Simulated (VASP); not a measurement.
# C (Fmmm) in VASP: single point with PBEsol

Aim: the single point of C with PBEsol.

All numbers are computed with VASP 6.6.1; they aren't measurements. Logs are shortened: lines on timing, memory, paths and dates and some standing lists are left out, and cuts for length are marked.

## 1. The cell of the first run

It takes space group Fmmm (No. 69, orthorhombic). The conventional cell has a = 2.505 Å, b = 4.339 Å, c = 6.696 Å, α = 90.00°, β = 90.00°, γ = 90.00°. Within 1.9 Å of C (site symmetry m2m) lie 3 C at 1.45 Å.

## 2. Single point, PBEsol (equal xx and yy strain of +2 %)

The input, INCAR:

```
SYSTEM = C
PREC = Accurate ; ENCUT = 520
EDIFF = 1E-6 ; ISMEAR = -1
SIGMA = 0.05 ; LREAL = .FALSE.
LASPH = .TRUE. ; NELM = 80
ALGO = Normal ; ISIF = 2
LWAVE = .FALSE. ; LCHARG = .FALSE.
GGA = PS ; NBANDS = 11
```

The input, KPOINTS:

```
regular mesh
0
G
  18 18 18
  0 0 0
```

The input, POSCAR:

```
C
1.0
    0.0000000000      2.1695400000      3.3480000000
    1.2525600000      0.0000000000      3.3480000000
    1.2525600000      2.1695400000      0.0000000000
C
2
Direct
    0.1666700000      0.8333300000      0.1666700000
    0.8333300000      0.1666700000      0.8333300000
```

Potentials or basis: VASP PAW PBE potentials, release 64 (C).

Started as:

```
$ cat potpaw_PBE.64/C/POTCAR > POTCAR
$ mpirun -np 1 vasp_std > vasp.out
```

OUTCAR:

```text
SYSTEM = C
   PREC = Accurate
   ENCUT = 520
   EDIFF = 1E-6
   ISMEAR = -1
   LREAL = .FALSE.
   LASPH = .TRUE.
   NELM = 80
   ISIF = 2
   GGA = PS

 ion  position               nearest neighbor table
   1  0.167  0.833  0.167-   2 1.45   2 1.45   2 1.45
   2  0.833  0.167  0.833-   1 1.45   1 1.45   1 1.45

  LATTYP: Found a face centered orthorhombic cell.
 ALAT       =     2.5051200000
 B/A-ratio  =     1.7320846906
 C/A-ratio  =     2.6729258479

  Lattice vectors:

 A1 = (   0.0000000000,   2.1695400000,   3.3480000000)
 A2 = (   1.2525600000,   0.0000000000,   3.3480000000)
 A3 = (   1.2525600000,   2.1695400000,   0.0000000000)

Analysis of symmetry for initial positions (statically):
=====================================================================
 Subroutine PRICEL returns:
 Original cell was already a primitive cell.

 Routine SETGRP: Setting up the symmetry group for a
 face centered orthorhombic supercell.

 Subroutine GETGRP returns: Found  8 space group operations
 (whereof  8 operations were pure point group operations)
 out of a pool of  8 trial point group operations.

The static configuration has the point symmetry D_2h.

Analysis of symmetry for dynamics (positions and initial velocities):
=====================================================================
 Subroutine PRICEL returns:
 Original cell was already a primitive cell.

 Routine SETGRP: Setting up the symmetry group for a
 face centered orthorhombic supercell.

 Subroutine GETGRP returns: Found  8 space group operations
 (whereof  8 operations were pure point group operations)
 out of a pool of  8 trial point group operations.

The dynamic configuration has the point symmetry D_2h.

 Subroutine INISYM returns: Found  8 space group operations
 (whereof  8 operations are pure point group operations),
 and found     1 'primitive' translations

----------------------------------------------------------------------------------------

                                     Primitive cell

  volume of cell :      18.1962

  direct lattice vectors                    reciprocal lattice vectors
     0.000000000  2.169540000  3.348000000    -0.399182474  0.230463601  0.149342891
     1.252560000  0.000000000  3.348000000     0.399182474 -0.230463601  0.149342891
     1.252560000  2.169540000  0.000000000     0.399182474  0.230463601 -0.149342891

  length of vectors
     3.989487161  3.574634324  2.505156755     0.484523909  0.484523909  0.484523909

  position of ions in fractional coordinates (direct lattice)
     0.166670000  0.833330000  0.166670000
     0.833330000  0.166670000  0.833330000

  ion indices of the primitive-cell ions
   primitive index   ion index
                 1           1
                 2           2

----------------------------------------------------------------------------------------

 KPOINTS: regular mesh

Automatic generation of k-mesh.
 Grid dimensions read from file:
 generate k-points for:   18   18   18

 Generating k-lattice:

  Cartesian coordinates                     Fractional coordinates (reciprocal lattice)
    -0.022176804  0.012803533  0.008296827     0.055555556 -0.000000000  0.000000000
     0.022176804 -0.012803533  0.008296827    -0.000000000  0.055555556  0.000000000
     0.022176804  0.012803533 -0.008296827     0.000000000  0.000000000  0.055555556

  Length of vectors
     0.026917995  0.026917995  0.026917995

  Shift w.r.t. Gamma in fractional coordinates (k-lattice)
     0.000000000  0.000000000  0.000000000

 Subroutine IBZKPT returns following result:
 ===========================================

 Found    865 irreducible k-points:

 Following reciprocal coordinates:
            Coordinates               Weight
  0.000000  0.000000  0.000000      1.000000
  0.055556  0.000000  0.000000      8.000000
  0.111111  0.000000  0.000000      8.000000
  0.166667 -0.000000 -0.000000      8.000000
  0.222222  0.000000  0.000000      8.000000
  0.277778  0.000000  0.000000      8.000000
[... 16 lines left out ...]
 -0.277778  0.055556 -0.000000      8.000000
 -0.222222  0.055556 -0.000000      8.000000
 [... further k-points ...]
   k-points           NKPTS =    865   k-points in BZ     NKDIM =    865   number of bands    NBANDS=     11
   number of dos      NEDOS =    301   number of ions     NIONS =      2
   total plane-waves  NPLWV =  16800
   dimension x,y,z NGX =    30 NGY =   28 NGZ =   20
   dimension x,y,z NGXF=    60 NGYF=   56 NGZF=   40
   ions per type =               2
   NGX,Y,Z   is equivalent  to a cutoff of  12.50, 13.02, 13.27 a.u.
   NGXF,Y,Z  is equivalent  to a cutoff of  25.00, 26.04, 26.54 a.u.
 SYSTEM =  C
   PREC   = accura    normal or accurate (medium, high low for compatibility)
   ISTART =      0    job   : 0-new  1-cont  2-samecut
   ICHARG =      2    charge: 1-file 2-atom 10-const
   ISPIN  =      1    spin polarized calculation?
   LNONCOLLINEAR =      F non collinear calculations
   LSORBIT =      F    spin-orbit coupling
   LASPH  =      T    aspherical Exc in radial PAW
   ENCUT  =  520.0 eV  38.22 Ry    6.18 a.u.   7.42  6.65  4.66*2*pi/ulx,y,z
   NELM   =     80;   NELMIN=  2; NELMDL= -5     # of ELM steps
   EDIFF  = 0.1E-05   stopping-criterion for ELM
   LREAL  =      F    real-space projection
   EDIFFG = 0.1E-04   stopping-criterion for IOM
   NSW    =      0    number of steps for IOM
   IBRION =     -1    ionic relax: 0-MD 1-quasi-New 2-CG
   NFREE  =      0    steps in history (QN), initial steepest desc. (CG)
   ISIF   =      2    stress and relaxation
   ISYM   =      2    0-nonsym 1-usesym 2-fastsym
   POTIM  = 0.5000    time-step for ionic-motion
   TEBEG  =    0.0;   TEEND  =   0.0 temperature during run
   PSTRESS=    0.0 pullay stress
   NELECT =       8.0000    total number of electrons
   NUPDOWN=      -1.0000    fix difference up-down
   EMIN   =  10.00;   EMAX   =-10.00  energy-range for DOS
   EFERMI =   0.00;   METHOD = LEGACY
   ISMEAR =    -1;   SIGMA  =   0.05  broadening in eV -4-tet -1-fermi 0-gaus
   EFERMI_NEDOS =   21; number of points for ismear=-14 and -15
   IALGO  =     38    algorithm
   IMIX   =      4    mixing-type and parameters
     AMIX     =   0.40;   BMIX     =  1.00
     AMIX_MAG =   1.60;   BMIX_MAG =  1.00
  volume/ion in A,a.u.               =       9.10        61.40
  Fermi-wavevector in a.u.,A,eV,Ry     =   1.244833  2.352392 21.083699  1.549608
  Thomas-Fermi vector in A             =   2.379082
   LORBIT       =      0    0 simple, 1 ext, 2 COOP (PROOUT), +10 PAW based schemes
   GGA     = PS    functional components
   LHFCALC =     F    Hartree Fock is set to
   AEXX    =    0.0000 exact exchange contribution
   IVDW    =     0    specifies the selected vdW correction
   LEPSILON=     F    determine dielectric tensor
   LRPA    =     F    only Hartree local field effects (RPA)
 non-spin polarized calculation
  energy-cutoff  :      520.00
  volume of cell :       18.20
 maximum number of plane-waves:       510
 NGX is ok and might be reduce to    30
   NGX = 15   NGY = 13   NGZ =  9

 number of electron       8.0000000 magnetization

 Free energy of the ion-electron system (eV)
  ---------------------------------------------------
  ext. energy  EPLUGINS =         0.00000000
  ---------------------------------------------------
  free energy    TOTEN  =       -19.23859029 eV

  energy without entropy =      -19.23836980  energy(sigma->0) =      -19.23848004

 E-fermi :   4.3333     XC(G=0): -10.4628

 val. band max:        4.2914225802   @ k =  -0.2778   0.0556   0.3333
 cond. band min:       4.3739684129   @ k =  -0.2222   0.1111   0.3333
 fundamental gap:      0.0825458327
 Fermi energy:         4.3333287697

 k-point     1 :       0.0000    0.0000    0.0000
  band No.  band energies     occupation
      1     -14.9058      2.00000
      2      -1.8714      2.00000
      3       1.3393      2.00000
      4       1.3678      2.00000
      5       8.5857      0.00000
      6      12.3233      0.00000
      7      12.4034      0.00000
      8      15.1705      0.00000
      9      15.9891      0.00000
     10      26.0591      0.00000
     11      29.5004      0.00000

 k-point     2 :       0.0556    0.0000    0.0000
  band No.  band energies     occupation
      1     -14.8318      2.00000
      2      -1.8110      2.00000
      3       1.0698      2.00000
      4       1.1976      2.00000
      5       8.7113      0.00000
      6      12.4075      0.00000
      7      12.6514      0.00000
      8      14.9146      0.00000
      9      16.1329      0.00000
     10      26.2965      0.00000
     11      28.5897      0.00000

 k-point     3 :       0.1111    0.0000    0.0000
  band No.  band energies     occupation
      1     -14.6103      2.00000
      2      -1.6288      2.00000
      3       0.2754      2.00000
      4       0.7978      2.00000
      5       9.0853      0.00000
      6      12.4236      0.00000
      7      13.4980      0.00000
      8      14.1893      0.00000
      9      16.5981      0.00000
     10      26.6396      0.00000
     11      27.0618      0.00000

 k-point     4 :       0.1667   -0.0000   -0.0000
  band No.  band energies     occupation
      1     -14.2430      2.00000
      2      -1.3230      2.00000
      3      -0.8665      2.00000
      4       0.2605      2.00000
      5       9.6976      0.00000
      6      12.3204      0.00000
      7      13.0956      0.00000
      8      14.7763      0.00000
      9      17.3907      0.00000
     10      24.9309      0.00000
     11      27.8430      0.00000
[... 239 lines left out ...]
 k-point    22 :      -0.3333    0.0556    0.0000
  band No.  band energies     occupation
      1     -11.4357      2.00000
      2      -6.4290      2.00000
      3      -1.6270      2.00000
      4       1.3027      2.00000
      5       7.3279      0.00000
      6      11.3926      0.00000
      7      13.5956      0.00000
      8      19.6726      0.00000
      9      21.5921      0.00000
     10      22.1951      0.00000
     11      25.7673      0.00000

 k-point    23 :      -0.2778    0.0556   -0.0000
  band No.  band energies     occupation
      1     -12.3362      2.00000
      2      -5.0421      2.00000
      3      -1.2917      2.00000
      4       0.5853      2.00000
      5       8.7014      0.00000
      6      11.5418      0.00000
      7      12.3137      0.00000
      8      19.9004      0.00000
      9      20.2891      0.00000
     10      21.4528      0.00000
     11      26.2763      0.00000

 k-point    24 :      -0.2222    0.0556   -0.0000
  band No.  band energies     occupation
      1     -13.1138      2.00000
      2      -3.6133      2.00000
      3      -0.8439      2.00000
      4      -0.0948      2.00000
      5      10.1855      0.00000
      6      11.0550      0.00000
      7      11.8969      0.00000
      8      18.1027      0.00000
      9      19.5856      0.00000
     10      22.0284      0.00000
     11      26.9649      0.00000

 [... further k-points ...]
[... 5 lines left out ...]
  --------------------------------------------------------------------------------------
  -------------------------------------------------------------------------------------
  Total       -2.3533351     -2.4150323      0.1988779     -0.0000000      0.0000000      0.0000000
  in kB     -207.2109574   -212.6433853     17.5111857     -0.0000000      0.0000000      0.0000000
  external PRESSURE =    -134.1143856 kB  Pullay stress =       0.0000000 kB

 VOLUME and BASIS-vectors are now :
 -----------------------------------------------------------------------------
  energy-cutoff  :      520.00
  volume of cell :       18.20
      direct lattice vectors                 reciprocal lattice vectors
     0.000000000  2.169540000  3.348000000    -0.399182474  0.230463601  0.149342891
     1.252560000  0.000000000  3.348000000     0.399182474 -0.230463601  0.149342891
     1.252560000  2.169540000  0.000000000     0.399182474  0.230463601 -0.149342891

 POSITION                                       TOTAL-FORCE (eV/Angst)
 -----------------------------------------------------------------------------------
      1.25256      0.72319      3.34800         0.000000      0.004312      0.000000
      1.25256      3.61589      3.34800         0.000000     -0.004312      0.000000
 -----------------------------------------------------------------------------------
    total drift:                               -0.000000     -0.000000     -0.000000

  FREE ENERGIE OF THE ION-ELECTRON SYSTEM (eV)
  ---------------------------------------------------
  free  energy   TOTEN  =       -19.2385902872 eV

  energy  without entropy=      -19.2383698014  energy(sigma->0) =      -19.23848004
```

Wall time 2.4 min (1 thread of Intel Xeon 6975P-C, shared host); peak memory 0.25 GiB.

Results:

```
Free energy            : -19.2386 eV
Pressure               : -13.4 GPa
Largest force          : 0.004 eV/Å
Band gap on the k mesh : 0.08 eV, indirect (least direct gap 0.16 eV)
```

Forces on the atoms (eV/Å):
```
C    0.000  0.004  0.000
C    0.000 -0.004  0.000
```

Stress tensor (GPa, compression positive):
```
-20.72   0.00   0.00
  0.00 -21.26   0.00
  0.00   0.00   1.75
```

Levels at points of the mesh, in eV from the valence-band top:
| k point | band 1 | band 2 | band 3 | band 4 | band 5 | band 6 | band 7 | band 8 |
| --- | --- | --- | --- | --- | --- | --- | --- | --- |
| (0.00, 0.00, 0.00) | -19.20 | -6.16 | -2.95 | -2.92 | 4.29 | 8.03 | 8.11 | 10.88 |
| (0.50, 0.00, 0.00) | -13.97 | -12.87 | -6.19 | -2.23 | 1.63 | 6.95 | 12.24 | 13.46 |
| (0.50, 0.50, 0.00) | -18.87 | -8.24 | -2.97 | -2.94 | 8.00 | 8.07 | 10.59 | 11.03 |
| (0.50, 0.00, 0.50) | -14.09 | -12.96 | -6.16 | -1.41 | 2.51 | 7.16 | 11.00 | 11.18 |
| (0.00, 0.50, 0.50) | -13.85 | -12.77 | -6.23 | -2.94 | 0.91 | 6.75 | 13.42 | 17.26 |

Caveat: the cell differs from its parent crystal (equal xx and yy strain of +2 %); the PAW data sets were made with another functional, which shifts forces and pressure a little. A k mesh can miss the band edges.
